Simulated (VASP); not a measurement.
# Y4I (Pm-3m) in VASP: further runs

Y4I is run at these levels: PBE; tasks: single point.

All numbers are computed with VASP 6.6.1; they aren't measurements. Logs are shortened: lines on timing, memory, paths and dates and some standing lists are left out, and cuts for length are marked.

### 1 The cell of the first run

It takes space group Pm-3m (No. 221, cubic). Conventional cell: a = 5.318 Å, b = 5.318 Å, c = 5.318 Å, α = 90.00°, β = 90.00°, γ = 90.00°. Within 3.5 Å of Y (site symmetry 4/mmm) lie 2 I at 2.66 Å. Within 4.9 Å of Y (site symmetry m-3m) lie 12 Y at 3.76 Å and 8 I at 4.61 Å. Within 3.5 Å of I (site symmetry m-3m) lie 6 Y at 2.66 Å.

The cell was generated, and may not be a known phase.

### 2 Single point, PBE

Input file INCAR:

```
PREC = Accurate
ENCUT = 520
EDIFF = 1E-6
ISMEAR = 0
SIGMA = 0.1
LREAL = False
LASPH = True
NELM = 80
ALGO = Normal
ISIF = 2
LWAVE = False
LCHARG = False
GGA = PE
NBANDS = 34
```

Input file KPOINTS:

```
regular mesh
0
Gamma
  4 4 4
```

Input file POSCAR:

```
Y4I
1.0
    5.3182435700      0.0000000000      0.0000000000
    0.0000000000      5.3182435700      0.0000000000
    0.0000000000      0.0000000000      5.3182435700
Y I
4 1
Direct
    0.0000000000      0.5000000000      0.5000000000
    0.5000000000      0.0000000000      0.5000000000
    0.5000000000      0.5000000000      0.0000000000
    0.0000000000      0.0000000000      0.0000000000
    0.5000000000      0.5000000000      0.5000000000
```

Potentials or basis: VASP PAW PBE potentials, release 64 (Y_sv, I).

On the command line:

```
$ cat potpaw_PBE.64/Y_sv/POTCAR potpaw_PBE.64/I/POTCAR > POTCAR
$ mpirun -np 1 vasp_std > vasp.out
```

OUTCAR:

```text
PREC = Accurate
   ENCUT = 520
   EDIFF = 1E-6
   ISMEAR = 0
   LREAL = False
   LASPH = True
   NELM = 80
   ISIF = 2
   GGA = PE

 ion  position               nearest neighbor table
   1  0.000  0.500  0.500-   5 2.66   5 2.66   4 3.76   2 3.76   3 3.76   4 3.76   2 3.76   4 3.76
                             4 3.76   2 3.76   3 3.76   3 3.76   3 3.76   2 3.76
   2  0.500  0.000  0.500-   5 2.66   5 2.66   4 3.76   1 3.76   3 3.76   4 3.76   1 3.76   3 3.76
                             3 3.76   3 3.76   1 3.76   4 3.76   4 3.76   1 3.76
   3  0.500  0.500  0.000-   5 2.66   5 2.66   4 3.76   1 3.76   1 3.76   2 3.76   2 3.76   2 3.76
                             4 3.76   2 3.76   1 3.76   4 3.76   1 3.76   4 3.76
   4  0.000  0.000  0.000-   1 3.76   2 3.76   3 3.76   1 3.76   2 3.76   1 3.76   3 3.76   1 3.76
                             2 3.76   3 3.76   2 3.76   3 3.76
   5  0.500  0.500  0.500-   1 2.66   2 2.66   3 2.66   3 2.66   2 2.66   1 2.66

  LATTYP: Found a simple cubic cell.
 ALAT       =     5.3182435700

  Lattice vectors:

 A1 = (   5.3182435700,   0.0000000000,   0.0000000000)
 A2 = (   0.0000000000,   5.3182435700,   0.0000000000)
 A3 = (   0.0000000000,   0.0000000000,   5.3182435700)

Analysis of symmetry for initial positions (statically):
=====================================================================
 Subroutine PRICEL returns:
 Original cell was already a primitive cell.

 Routine SETGRP: Setting up the symmetry group for a
 simple cubic supercell.

 Subroutine GETGRP returns: Found 48 space group operations
 (whereof 48 operations were pure point group operations)
 out of a pool of 48 trial point group operations.

The static configuration has the point symmetry O_h .

Analysis of symmetry for dynamics (positions and initial velocities):
=====================================================================
 Subroutine PRICEL returns:
 Original cell was already a primitive cell.

 Routine SETGRP: Setting up the symmetry group for a
 simple cubic supercell.

 Subroutine GETGRP returns: Found 48 space group operations
 (whereof 48 operations were pure point group operations)
 out of a pool of 48 trial point group operations.

The dynamic configuration has the point symmetry O_h .

 Subroutine INISYM returns: Found 48 space group operations
 (whereof 48 operations are pure point group operations),
 and found     1 'primitive' translations

----------------------------------------------------------------------------------------

                                     Primitive cell

  volume of cell :     150.4197

  direct lattice vectors                    reciprocal lattice vectors
     5.318243570  0.000000000  0.000000000     0.188032005  0.000000000  0.000000000
     0.000000000  5.318243570  0.000000000     0.000000000  0.188032005  0.000000000
     0.000000000  0.000000000  5.318243570     0.000000000  0.000000000  0.188032005

  length of vectors
     5.318243570  5.318243570  5.318243570     0.188032005  0.188032005  0.188032005

  position of ions in fractional coordinates (direct lattice)
     0.000000000  0.500000000  0.500000000
     0.500000000  0.000000000  0.500000000
     0.500000000  0.500000000  0.000000000
     0.000000000  0.000000000  0.000000000
     0.500000000  0.500000000  0.500000000

  ion indices of the primitive-cell ions
   primitive index   ion index
                 1           1
                 2           2
                 3           3
                 4           4
                 5           5

----------------------------------------------------------------------------------------

 KPOINTS: regular mesh

Automatic generation of k-mesh.
 Grid dimensions read from file:
 generate k-points for:    4    4    4

 Generating k-lattice:

  Cartesian coordinates                     Fractional coordinates (reciprocal lattice)
     0.047008001  0.000000000  0.000000000     0.250000000  0.000000000  0.000000000
     0.000000000  0.047008001  0.000000000     0.000000000  0.250000000  0.000000000
     0.000000000  0.000000000  0.047008001     0.000000000  0.000000000  0.250000000

  Length of vectors
     0.047008001  0.047008001  0.047008001

  Shift w.r.t. Gamma in fractional coordinates (k-lattice)
     0.000000000  0.000000000  0.000000000

 Subroutine IBZKPT returns following result:
 ===========================================

 Found     10 irreducible k-points:

 Following reciprocal coordinates:
            Coordinates               Weight
  0.000000  0.000000  0.000000      1.000000
  0.250000  0.000000  0.000000      6.000000
  0.500000  0.000000  0.000000      3.000000
  0.250000  0.250000  0.000000     12.000000
  0.500000  0.250000  0.000000     12.000000
  0.500000  0.500000  0.000000      3.000000
  0.250000  0.250000  0.250000      8.000000
  0.500000  0.250000  0.250000     12.000000
  0.500000  0.500000  0.250000      6.000000
  0.500000  0.500000  0.500000      1.000000
   k-points           NKPTS =     10   k-points in BZ     NKDIM =     10   number of bands    NBANDS=     34
   number of dos      NEDOS =    301   number of ions     NIONS =      5
   total plane-waves  NPLWV =  64000
   dimension x,y,z NGX =    40 NGY =   40 NGZ =   40
   dimension x,y,z NGXF=    80 NGYF=   80 NGZF=   80
   ions per type =               4   1
   NGX,Y,Z   is equivalent  to a cutoff of  12.50, 12.50, 12.50 a.u.
   NGXF,Y,Z  is equivalent  to a cutoff of  25.01, 25.01, 25.01 a.u.
 SYSTEM =  unknown system
   PREC   = accura    normal or accurate (medium, high low for compatibility)
   ISTART =      0    job   : 0-new  1-cont  2-samecut
   ICHARG =      2    charge: 1-file 2-atom 10-const
   ISPIN  =      1    spin polarized calculation?
   LNONCOLLINEAR =      F non collinear calculations
   LSORBIT =      F    spin-orbit coupling
   LASPH  =      T    aspherical Exc in radial PAW
   ENCUT  =  520.0 eV  38.22 Ry    6.18 a.u.   9.89  9.89  9.89*2*pi/ulx,y,z
   NELM   =     80;   NELMIN=  2; NELMDL= -5     # of ELM steps
   EDIFF  = 0.1E-05   stopping-criterion for ELM
   LREAL  =      F    real-space projection
   EDIFFG = 0.1E-04   stopping-criterion for IOM
   NSW    =      0    number of steps for IOM
   IBRION =     -1    ionic relax: 0-MD 1-quasi-New 2-CG
   NFREE  =      0    steps in history (QN), initial steepest desc. (CG)
   ISIF   =      2    stress and relaxation
   ISYM   =      2    0-nonsym 1-usesym 2-fastsym
   POTIM  = 0.5000    time-step for ionic-motion
   TEBEG  =    0.0;   TEEND  =   0.0 temperature during run
   PSTRESS=    0.0 pullay stress
   NELECT =      51.0000    total number of electrons
   NUPDOWN=      -1.0000    fix difference up-down
   EMIN   =  10.00;   EMAX   =-10.00  energy-range for DOS
   EFERMI =   0.00;   METHOD = LEGACY
   ISMEAR =     0;   SIGMA  =   0.10  broadening in eV -4-tet -1-fermi 0-gaus
   EFERMI_NEDOS =   21; number of points for ismear=-14 and -15
   IALGO  =     38    algorithm
   IMIX   =      4    mixing-type and parameters
     AMIX     =   0.40;   BMIX     =  1.00
     AMIX_MAG =   1.60;   BMIX_MAG =  1.00
  volume/ion in A,a.u.               =      30.08       203.02
  Fermi-wavevector in a.u.,A,eV,Ry     =   1.141555  2.157225 17.730388  1.303147
  Thomas-Fermi vector in A             =   2.278254
   LORBIT       =      0    0 simple, 1 ext, 2 COOP (PROOUT), +10 PAW based schemes
   GGA     = PE    functional components
   LHFCALC =     F    Hartree Fock is set to
   AEXX    =    0.0000 exact exchange contribution
   IVDW    =     0    specifies the selected vdW correction
   LEPSILON=     F    determine dielectric tensor
   LRPA    =     F    only Hartree local field effects (RPA)
 non-spin polarized calculation
 Gauss-broadening in eV      SIGMA  =   0.10
  energy-cutoff  :      520.00
  volume of cell :      150.42
 maximum number of plane-waves:      4076
 NGX is ok and might be reduce to    40
   NGX = 19   NGY = 19   NGZ = 19

 number of electron      51.0000012 magnetization

 Free energy of the ion-electron system (eV)
  ---------------------------------------------------
  ext. energy  EPLUGINS =         0.00000000
  ---------------------------------------------------
  free energy    TOTEN  =       -25.72689205 eV

  energy without entropy =      -25.71452224  energy(sigma->0) =      -25.72070714

 E-fermi :   4.3531     XC(G=0):  -9.6742

 val. band max:        4.1778132265   @ k =   0.5000   0.2500   0.2500
 cond. band min:       4.3550674546   @ k =   0.5000   0.5000   0.2500
 fundamental gap:      0.1772542280
 Fermi energy:         4.3530950214

 k-point     1 :       0.0000    0.0000    0.0000
  band No.  band energies     occupation
      1     -38.7904      2.00000
      2     -38.0103      2.00000
      3     -37.9600      2.00000
      4     -37.9600      2.00000
      5     -18.7463      2.00000
      6     -18.7463      2.00000
[... 26 lines left out ...]
     33       7.4343      0.00000
     34       7.4343      0.00000

 k-point     2 :       0.2500    0.0000    0.0000
  band No.  band energies     occupation
      1     -38.7902      2.00000
      2     -38.0042      2.00000
      3     -37.9668      2.00000
      4     -37.9600      2.00000
      5     -18.7386      2.00000
      6     -18.7386      2.00000
[... 26 lines left out ...]
     33       6.8701      0.00000
     34       7.1303      0.00000

 k-point     3 :       0.5000    0.0000    0.0000
  band No.  band energies     occupation
      1     -38.7900      2.00000
      2     -37.9939      2.00000
      3     -37.9776      2.00000
      4     -37.9600      2.00000
      5     -18.7309      2.00000
      6     -18.7309      2.00000
[... 26 lines left out ...]
     33       6.9240      0.00000
     34       6.9308      0.00000
[... 186 lines left out ...]
 k-point     9 :       0.5000    0.5000    0.2500
  band No.  band energies     occupation
      1     -38.7898      2.00000
      2     -37.9777      2.00000
      3     -37.9777      2.00000
      4     -37.9773      2.00000
      5     -19.0315      2.00000
      6     -18.7458      2.00000
[... 26 lines left out ...]
     33       7.2649      0.00000
     34       7.5813      0.00000

 k-point    10 :       0.5000    0.5000    0.5000
  band No.  band energies     occupation
      1     -38.7898      2.00000
      2     -37.9776      2.00000
      3     -37.9776      2.00000
      4     -37.9776      2.00000
      5     -19.1452      2.00000
      6     -18.7532      2.00000
[... 26 lines left out ...]
     33       8.0849      0.00000
     34       8.0849      0.00000

------------------------ aborting loop because EDIFF is reached ----------------------------------------

  FORCE on cell =-STRESS in cart. coord.  units (eV):
  Direction    XX          YY          ZZ          XY          YZ          ZX
  --------------------------------------------------------------------------------------
  -------------------------------------------------------------------------------------
  Total       12.0856915     12.0856915     12.0856915      0.0000000     -0.0000000      0.0000000
  in kB      128.7293021    128.7293021    128.7293021      0.0000000     -0.0000000      0.0000000
  external PRESSURE =     128.7293021 kB  Pullay stress =       0.0000000 kB

 VOLUME and BASIS-vectors are now :
 -----------------------------------------------------------------------------
  energy-cutoff  :      520.00
  volume of cell :      150.42
      direct lattice vectors                 reciprocal lattice vectors
     5.318243570  0.000000000  0.000000000     0.188032005  0.000000000  0.000000000
     0.000000000  5.318243570  0.000000000     0.000000000  0.188032005  0.000000000
     0.000000000  0.000000000  5.318243570     0.000000000  0.000000000  0.188032005

 POSITION                                       TOTAL-FORCE (eV/Angst)
 -----------------------------------------------------------------------------------
      0.00000      2.65912      2.65912         0.000000      0.000000      0.000000
      2.65912      0.00000      2.65912         0.000000      0.000000      0.000000
      2.65912      2.65912      0.00000         0.000000      0.000000      0.000000
      0.00000      0.00000      0.00000         0.000000      0.000000      0.000000
      2.65912      2.65912      2.65912         0.000000      0.000000      0.000000
 -----------------------------------------------------------------------------------
    total drift:                                0.000000     -0.000000     -0.000000

  FREE ENERGIE OF THE ION-ELECTRON SYSTEM (eV)
  ---------------------------------------------------
  free  energy   TOTEN  =       -25.7268920459 eV

  energy  without entropy=      -25.7145222408  energy(sigma->0) =      -25.72070714
```

It took 70 s on 1 thread of AMD EPYC 7R43 (Zen 3), shared host; peak memory 0.22 GiB.

What came out:

```yaml
Free_energy: -25.7269 eV
Pressure: 12.9 GPa
Band_gap_on_the_k_mesh: zero (an odd number of electrons rules out a gap without spin polarisation)
```

Caveat: the cell stands under pressure; spin-orbit coupling is left out, which moves the levels of the heavy elements.

### 3 Single point, PBE

This run uses another cell than the first one, of 36.28 Å³/atom.

Input file INCAR:

```
SYSTEM = Y4I
ALGO     = Normal         ! electronic algorithm
EDIFF    = 1E-6           ! SCF threshold, eV
ENCUT    = 520            ! plane-wave cutoff, eV
GGA      = PE             ! functional
ISIF     = 2              ! what is computed and relaxed
ISMEAR   = 0              ! smearing method
LASPH    = .True.         ! aspherical terms in the spheres
LCHARG   = .True.         ! write CHGCAR
LELF     = .True.         ! ELF
LREAL    = .False.        ! projectors in reciprocal space
LVHAR    = .True.       
LWAVE    = .False.        ! write WAVECAR
NBANDS   = 34             ! bands
NELM     = 100            ! most SCF steps
PREC     = Accurate       ! precision mode
SIGMA    = 0.1            ! smearing width, eV
```

Input file KPOINTS:

```
k-points
0
Gamma
  4 4 4
  0 0 0
```

POSCAR, as its differences from that of step 2:

```diff
@@ -2,5 +2,5 @@
 1.0
-    5.3182435700      0.0000000000      0.0000000000
-    0.0000000000      5.3182435700      0.0000000000
-    0.0000000000      0.0000000000      5.3182435700
+    5.6607209523      0.0000000000      0.0000000000
+    0.0000000000      5.6607209523      0.0000000000
+    0.0000000000      0.0000000000      5.6607209523
 Y I
```

Potentials or basis: VASP PAW PBE potentials, release 64 (Y_sv, I).

On the command line:

```
$ cat potpaw_PBE.64/Y_sv/POTCAR potpaw_PBE.64/I/POTCAR > POTCAR
$ mpirun -np 1 vasp_std > vasp.out
```

Wall time 67 s (1 thread of AMD EPYC 7R43 (Zen 3), shared host); peak memory 0.24 GiB.

It converged, with:

* Free energy: -26.7757 eV
* Pressure: -0.1 GPa
* Band gap on the k mesh: zero (an odd number of electrons rules out a gap without spin polarisation)

Levels at points of the mesh, in eV from the Fermi level:
```tsv
k point	band 23	band 24	band 25	band 26	band 27	band 28	band 29	band 30
(0.00, 0.00, 0.00)	-0.89	-0.87	-0.87	-0.87	1.30	1.30	1.30	1.47
(0.50, 0.00, 0.00)	-0.46	-0.20	-0.20	-0.14	0.53	1.20	1.20	1.45
(0.50, 0.50, 0.00)	-0.62	-0.33	-0.11	-0.11	0.52	0.86	1.24	1.24
(0.50, 0.50, 0.50)	-0.32	-0.32	0.04	0.04	0.04	1.38	1.38	1.38
```

Caveat: spin-orbit coupling is left out, which moves the levels of the heavy elements.

### 4 Single point, PBE

This run uses another cell than the first one, of 36.34 Å³/atom.

Input file INCAR:

```
PREC = Accurate
ENCUT = 520
EDIFF = 1E-7
ISMEAR = 0
SIGMA = 0.1
LREAL = False
LASPH = True
NELM = 100
ALGO = Normal
ISIF = 2
LWAVE = False
LCHARG = False
GGA = PE
NBANDS = 34
```

Input file KPOINTS:

```
Automatic mesh
0
Gamma
  8 8 8
```

POSCAR, as its differences from that of step 3:

```diff
@@ -2,5 +2,5 @@
 1.0
-    5.6607209523      0.0000000000      0.0000000000
-    0.0000000000      5.6607209523      0.0000000000
-    0.0000000000      0.0000000000      5.6607209523
+    5.6640607247      0.0000000000      0.0000000000
+    0.0000000000      5.6640607247      0.0000000000
+    0.0000000000      0.0000000000      5.6640607247
 Y I
```

On the command line:

```
$ cat potpaw_PBE.64/Y_sv/POTCAR potpaw_PBE.64/I/POTCAR > POTCAR
$ mpirun -np 1 vasp_std > vasp.out
```

Wall time 3.2 min (1 thread of AMD EPYC 7R43 (Zen 3), shared host); peak memory 0.33 GiB.

The run converged. Its results:

| Quantity | Value |
| --- | --- |
| Free energy | -26.7330 eV |
| Pressure | -0.1 GPa |
| Band gap on the k mesh | zero (an odd number of electrons rules out a gap without spin polarisation) |

Levels at points of the mesh, in eV from the Fermi level:
```csv
k point,band 23,band 24,band 25,band 26,band 27,band 28,band 29,band 30
"(0.00, 0.00, 0.00)",-0.90,-0.87,-0.87,-0.87,1.29,1.29,1.29,1.45
"(0.50, 0.00, 0.00)",-0.47,-0.20,-0.20,-0.15,0.53,1.20,1.20,1.43
"(0.50, 0.50, 0.00)",-0.63,-0.33,-0.12,-0.12,0.52,0.86,1.22,1.22
"(0.50, 0.50, 0.50)",-0.33,-0.33,0.03,0.03,0.03,1.37,1.37,1.37
```

Caveat: spin-orbit coupling is left out, which moves the levels of the heavy elements.

### 5 The runs side by side

```csv
cell,k mesh,gap on the mesh (eV),pressure (GPa)
"a = 5.318 Å, 5 atoms",4 × 4 × 4,none,12.9
"a = 5.661 Å, 5 atoms",4 × 4 × 4,none,-0.1
"a = 5.664 Å, 5 atoms",8 × 8 × 8,none,-0.1
```

Alike in all rows: task single point; level PBE; potentials or basis VASP PAW PBE potentials, release 64 (Y_sv, I); no spin polarisation; cutoff (eV) 520; smearing gaussian 0.1 eV.

Caveats: spin-orbit coupling is left out, which moves the levels of the heavy elements; the cell stands under pressure (at least some runs).

Total energies depend on the potentials used, so only differences within one code and one set of settings carry meaning.

The gap in the log of VASP goes by the Fermi energy; the results here count the filled bands.